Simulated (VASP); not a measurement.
# MoS2 (P-3m1) in VASP: single point with PBE+D3(BJ)

Aim: the single point of MoS2 with PBE+D3(BJ).

Everything below comes from runs of VASP 6.6.1. Logs are shortened: lines on timing, memory, paths and dates and some standing lists are left out, and cuts for length are marked.

### 1 The cell of the first run

The typed cell holds 12 atoms: a = 3.149 Å, b = 3.149 Å, c = 24.187 Å, α = 90.00°, β = 90.00°, γ = 120.00°.

### 2 Single point, PBE+D3(BJ)

INCAR reads:

```
PREC = Accurate
ENCUT = 520
EDIFF = 1E-6
ISMEAR = 0
SIGMA = 0.02
LREAL = F
LASPH = T
NELM = 60
ALGO = Normal
ISIF = 2
LWAVE = F
LCHARG = F
GGA = PE
IVDW = 12
NBANDS = 64
```

KPOINTS reads:

```
Automatic mesh
0
Gamma
  12 12 1
```

POSCAR reads:

```
MoS2
1.0
    3.1491711233      0.0000000000      0.0000000000
   -1.5745855616      2.7272621936      0.0000000000
    0.0000000000      0.0000000000     24.1867983132
Mo S
4 8
Direct
    0.6666666667      0.3333333333      0.8750621872
    0.6666666667      0.3333333333      0.3749319202
    0.3333333333      0.6666666667      0.6250680798
    0.3333333333      0.6666666667      0.1249378128
    0.3333333333      0.6666666667      0.9398016113
    0.3333333333      0.6666666667      0.4396750351
    0.6666666667      0.3333333333      0.6898105977
    0.6666666667      0.3333333333      0.1896778175
    0.3333333333      0.6666666667      0.8103221825
    0.3333333333      0.6666666667      0.3101894023
    0.6666666667      0.3333333333      0.5603249649
    0.6666666667      0.3333333333      0.0601983887
```

Potentials or basis: VASP PAW PBE potentials, release 64 (Mo_sv, S).

Run with:

```
$ cat potpaw_PBE.64/Mo_sv/POTCAR potpaw_PBE.64/S/POTCAR > POTCAR
$ mpirun -np 1 vasp_std > vasp.out
```

OUTCAR:

```text
PREC = Accurate
   ENCUT = 520
   EDIFF = 1E-6
   ISMEAR = 0
   LREAL = F
   LASPH = T
   NELM = 60
   ISIF = 2
   GGA = PE
   IVDW = 12
 IVDW          = 12

 ion  position               nearest neighbor table
   1  0.667  0.333  0.875-   5 2.40   5 2.40   5 2.40   9 2.40   9 2.40   9 2.40
   2  0.667  0.333  0.375-  10 2.40  10 2.40  10 2.40   6 2.40   6 2.40   6 2.40
   3  0.333  0.667  0.625-   7 2.40   7 2.40   7 2.40  11 2.40  11 2.40  11 2.40
   4  0.333  0.667  0.125-  12 2.40  12 2.40  12 2.40   8 2.40   8 2.40   8 2.40
   5  0.333  0.667  0.940-   1 2.40   1 2.40   1 2.40
   6  0.333  0.667  0.440-   2 2.40   2 2.40   2 2.40
   7  0.667  0.333  0.690-   3 2.40   3 2.40   3 2.40
   8  0.667  0.333  0.190-   4 2.40   4 2.40   4 2.40
   9  0.333  0.667  0.810-   1 2.40   1 2.40   1 2.40
  10  0.333  0.667  0.310-   2 2.40   2 2.40   2 2.40
  11  0.667  0.333  0.560-   3 2.40   3 2.40   3 2.40
  12  0.667  0.333  0.060-   4 2.40   4 2.40   4 2.40

  LATTYP: Found a hexagonal cell.
 ALAT       =     3.1491711233
 C/A-ratio  =     7.6803696485

  Lattice vectors:

 A1 = (   3.1491711233,   0.0000000000,   0.0000000000)
 A2 = (  -1.5745855616,   2.7272621936,   0.0000000000)
 A3 = (   0.0000000000,   0.0000000000,  24.1867983132)

Analysis of symmetry for initial positions (statically):
=====================================================================
 Subroutine PRICEL returns:
 Original cell was already a primitive cell.

 Routine SETGRP: Setting up the symmetry group for a
 hexagonal supercell.

 Subroutine GETGRP returns: Found 12 space group operations
 (whereof 12 operations were pure point group operations)
 out of a pool of 24 trial point group operations.

The static configuration has the point symmetry D_3d.

Analysis of symmetry for dynamics (positions and initial velocities):
=====================================================================
 Subroutine PRICEL returns:
 Original cell was already a primitive cell.

 Routine SETGRP: Setting up the symmetry group for a
 hexagonal supercell.

 Subroutine GETGRP returns: Found 12 space group operations
 (whereof 12 operations were pure point group operations)
 out of a pool of 24 trial point group operations.

The dynamic configuration has the point symmetry D_3d.

 Subroutine INISYM returns: Found 12 space group operations
 (whereof 12 operations are pure point group operations),
 and found     1 'primitive' translations

----------------------------------------------------------------------------------------

                                     Primitive cell

  volume of cell :     207.7311

  direct lattice vectors                    reciprocal lattice vectors
     3.149171123  0.000000000  0.000000000     0.317543875  0.183334041  0.000000000
    -1.574585562  2.727262194  0.000000000     0.000000000  0.366668083  0.000000000
     0.000000000  0.000000000 24.186798313     0.000000000  0.000000000  0.041344869

  length of vectors
     3.149171123  3.149171123 24.186798313     0.366668083  0.366668083  0.041344869

  position of ions in fractional coordinates (direct lattice)
     0.666666667  0.333333333  0.875062187
     0.666666667  0.333333333  0.374931920
     0.333333333  0.666666667  0.625068080
     0.333333333  0.666666667  0.124937813
     0.333333333  0.666666667  0.939801611
     0.333333333  0.666666667  0.439675035
     0.666666667  0.333333333  0.689810598
     0.666666667  0.333333333  0.189677817
     0.333333333  0.666666667  0.810322183
     0.333333333  0.666666667  0.310189402
     0.666666667  0.333333333  0.560324965
     0.666666667  0.333333333  0.060198389

  ion indices of the primitive-cell ions
   primitive index   ion index
                 1           1
                 2           2
                 3           3
                 4           4
                 5           5
                 6           6
                 7           7
                 8           8
                 9           9
                10          10
                11          11
                12          12

----------------------------------------------------------------------------------------

 KPOINTS: Automatic mesh

Automatic generation of k-mesh.
 Grid dimensions read from file:
 generate k-points for:   12   12    1

 Generating k-lattice:

  Cartesian coordinates                     Fractional coordinates (reciprocal lattice)
     0.026461990  0.015277837  0.000000000     0.083333333 -0.000000000  0.000000000
     0.000000000  0.030555674  0.000000000     0.000000000  0.083333333  0.000000000
     0.000000000  0.000000000  0.041344869     0.000000000  0.000000000  1.000000000

  Length of vectors
     0.030555674  0.030555674  0.041344869

  Shift w.r.t. Gamma in fractional coordinates (k-lattice)
     0.000000000  0.000000000  0.000000000

 Subroutine IBZKPT returns following result:
 ===========================================

 Found     19 irreducible k-points:

 Following reciprocal coordinates:
            Coordinates               Weight
  0.000000  0.000000  0.000000      1.000000
  0.083333 -0.000000  0.000000      6.000000
  0.166667  0.000000  0.000000      6.000000
  0.250000 -0.000000  0.000000      6.000000
  0.333333  0.000000  0.000000      6.000000
  0.416667  0.000000  0.000000      6.000000
[... 11 lines left out ...]
  0.333333  0.250000  0.000000     12.000000
  0.333333  0.333333  0.000000      2.000000
   k-points           NKPTS =     19   k-points in BZ     NKDIM =     19   number of bands    NBANDS=     64
   number of dos      NEDOS =    301   number of ions     NIONS =     12
   total plane-waves  NPLWV = 103680
   dimension x,y,z NGX =    24 NGY =   24 NGZ =  180
   dimension x,y,z NGXF=    48 NGYF=   48 NGZF=  360
   ions per type =               4   8
   NGX,Y,Z   is equivalent  to a cutoff of  12.67, 12.67, 12.37 a.u.
   NGXF,Y,Z  is equivalent  to a cutoff of  25.34, 25.34, 24.74 a.u.
 SYSTEM =  unknown system
   PREC   = accura    normal or accurate (medium, high low for compatibility)
   ISTART =      0    job   : 0-new  1-cont  2-samecut
   ICHARG =      2    charge: 1-file 2-atom 10-const
   ISPIN  =      1    spin polarized calculation?
   LNONCOLLINEAR =      F non collinear calculations
   LSORBIT =      F    spin-orbit coupling
   LASPH  =      T    aspherical Exc in radial PAW
   ENCUT  =  520.0 eV  38.22 Ry    6.18 a.u.   5.86  5.86 44.97*2*pi/ulx,y,z
   NELM   =     60;   NELMIN=  2; NELMDL= -5     # of ELM steps
   EDIFF  = 0.1E-05   stopping-criterion for ELM
   LREAL  =      F    real-space projection
   EDIFFG = 0.1E-04   stopping-criterion for IOM
   NSW    =      0    number of steps for IOM
   IBRION =     -1    ionic relax: 0-MD 1-quasi-New 2-CG
   NFREE  =      0    steps in history (QN), initial steepest desc. (CG)
   ISIF   =      2    stress and relaxation
   ISYM   =      2    0-nonsym 1-usesym 2-fastsym
   POTIM  = 0.5000    time-step for ionic-motion
   TEBEG  =    0.0;   TEEND  =   0.0 temperature during run
   PSTRESS=    0.0 pullay stress
   NELECT =     104.0000    total number of electrons
   NUPDOWN=      -1.0000    fix difference up-down
   EMIN   =  10.00;   EMAX   =-10.00  energy-range for DOS
   EFERMI =   0.00;   METHOD = LEGACY
   ISMEAR =     0;   SIGMA  =   0.02  broadening in eV -4-tet -1-fermi 0-gaus
   EFERMI_NEDOS =   21; number of points for ismear=-14 and -15
   IALGO  =     38    algorithm
   IMIX   =      4    mixing-type and parameters
     AMIX     =   0.40;   BMIX     =  1.00
     AMIX_MAG =   1.60;   BMIX_MAG =  1.00
  volume/ion in A,a.u.               =      17.31       116.82
  Fermi-wavevector in a.u.,A,eV,Ry     =   1.299926  2.456505 22.991243  1.689809
  Thomas-Fermi vector in A             =   2.431159
   LORBIT       =      0    0 simple, 1 ext, 2 COOP (PROOUT), +10 PAW based schemes
   GGA     = PE    functional components
   LHFCALC =     F    Hartree Fock is set to
   AEXX    =    0.0000 exact exchange contribution
   IVDW    =    12    specifies the selected vdW correction
   LEPSILON=     F    determine dielectric tensor
   LRPA    =     F    only Hartree local field effects (RPA)
 non-spin polarized calculation
 Gauss-broadening in eV      SIGMA  =   0.02
  energy-cutoff  :      520.00
  volume of cell :      207.73
 maximum number of plane-waves:      5620
 NGX is ok and might be reduce to    24
   NGX = 11   NGY = 11   NGZ = 89

 number of electron     104.0000005 magnetization

 Free energy of the ion-electron system (eV)
  ---------------------------------------------------
  ext. energy  EPLUGINS =         0.00000000
  ---------------------------------------------------
  free energy    TOTEN  =       -87.09148007 eV

  energy without entropy =      -87.09148007  energy(sigma->0) =      -87.09148007

 E-fermi :   8.0237     XC(G=0): -11.0132

 val. band max:        7.9428203773   @ k =   0.0000   0.0000   0.0000
 cond. band min:       8.7446183265   @ k =   0.1667   0.1667   0.0000
 fundamental gap:      0.8017979492
 Fermi energy:         8.0237028267

 k-point     1 :       0.0000    0.0000    0.0000
  band No.  band energies     occupation
      1     -53.5938      2.00000
      2     -53.5938      2.00000
      3     -53.5937      2.00000
      4     -53.5937      2.00000
      5     -27.7576      2.00000
      6     -27.7575      2.00000
[... 56 lines left out ...]
     63      10.3021      0.00000
     64      10.3029      0.00000

 k-point     2 :       0.0833   -0.0000    0.0000
  band No.  band energies     occupation
      1     -53.5909      2.00000
      2     -53.5909      2.00000
      3     -53.5908      2.00000
      4     -53.5908      2.00000
      5     -27.7520      2.00000
      6     -27.7519      2.00000
[... 1128 lines left out ...]
     63      10.6837      0.00000
     64      10.9007      0.00000

 k-point    19 :       0.3333    0.3333    0.0000
  band No.  band energies     occupation
      1     -53.5452      2.00000
      2     -53.5452      2.00000
      3     -53.5451      2.00000
      4     -53.5451      2.00000
      5     -27.8268      2.00000
      6     -27.8268      2.00000
[... 56 lines left out ...]
     63      10.8359      0.00000
     64      10.8415      0.00000

------------------------ aborting loop because EDIFF is reached ----------------------------------------

 Edisp (eV)   -5.24914

 E8    (eV) :    -2.1165

  FORCE on cell =-STRESS in cart. coord.  units (eV):
  Direction    XX          YY          ZZ          XY          YZ          ZX
  --------------------------------------------------------------------------------------
  -------------------------------------------------------------------------------------
  Total      -0.13986    -0.13986    -0.24540    -0.00000     0.00000    -0.00000
  in kB      -1.07867    -1.07867    -1.89269    -0.00000     0.00000    -0.00000
  external pressure =       -1.35 kB  Pullay stress =        0.00 kB

 VOLUME and BASIS-vectors are now :
 -----------------------------------------------------------------------------
  energy-cutoff  :      520.00
  volume of cell :      207.73
      direct lattice vectors                 reciprocal lattice vectors
     3.149171123  0.000000000  0.000000000     0.317543875  0.183334041  0.000000000
    -1.574585562  2.727262194  0.000000000     0.000000000  0.366668083  0.000000000
     0.000000000  0.000000000 24.186798313     0.000000000  0.000000000  0.041344869

 POSITION                                       TOTAL-FORCE (eV/Angst)
 -----------------------------------------------------------------------------------
      1.57459      0.90909     21.16495         0.000000      0.000000     -0.000546
      1.57459      0.90909      9.06840        -0.000000      0.000000      0.000608
     -0.00000      1.81817     15.11840         0.000000     -0.000000     -0.000608
     -0.00000      1.81817      3.02185         0.000000      0.000000      0.000546
     -0.00000      1.81817     22.73079        -0.000000      0.000000     -0.013521
     -0.00000      1.81817     10.63433         0.000000      0.000000     -0.012133
      1.57459      0.90909     16.68431        -0.000000      0.000000     -0.013465
      1.57459      0.90909      4.58770        -0.000000      0.000000     -0.012434
     -0.00000      1.81817     19.59910         0.000000      0.000000      0.012434
     -0.00000      1.81817      7.50249         0.000000     -0.000000      0.013465
      1.57459      0.90909     13.55247        -0.000000      0.000000      0.012133
      1.57459      0.90909      1.45601         0.000000      0.000000      0.013521
 -----------------------------------------------------------------------------------
    total drift:                                0.000000     -0.000000     -0.000000

  FREE ENERGIE OF THE ION-ELECTRON SYSTEM (eV)
  ---------------------------------------------------
  free  energy   TOTEN  =       -92.3406201224 eV

  energy  without entropy=      -92.3406201224  energy(sigma->0) =      -92.34062012
```

Wall time 3.3 min (1 thread of Intel Xeon 6975P-C (Granite Rapids), shared host); peak memory 0.42 GiB.

What came out:

* Free energy: -92.3406 eV
* Pressure: -0.1 GPa
* Largest force: 0.014 eV/Å
* Band gap on the k mesh: 0.80 eV
* Dispersion energy per atom: -0.437 eV

Forces in eV/Å, atoms in the order of the input:
```
Mo   0.000  0.000 -0.001
Mo   0.000  0.000  0.001
Mo   0.000  0.000 -0.001
Mo   0.000  0.000  0.001
S    0.000  0.000 -0.014
S    0.000  0.000 -0.012
S    0.000  0.000 -0.013
S    0.000  0.000 -0.012
S    0.000  0.000  0.012
S    0.000  0.000  0.013
S    0.000  0.000  0.012
S    0.000  0.000  0.014
```

Caveat: an odd mesh through Γ misses points on the zone boundary, where band edges can lie.
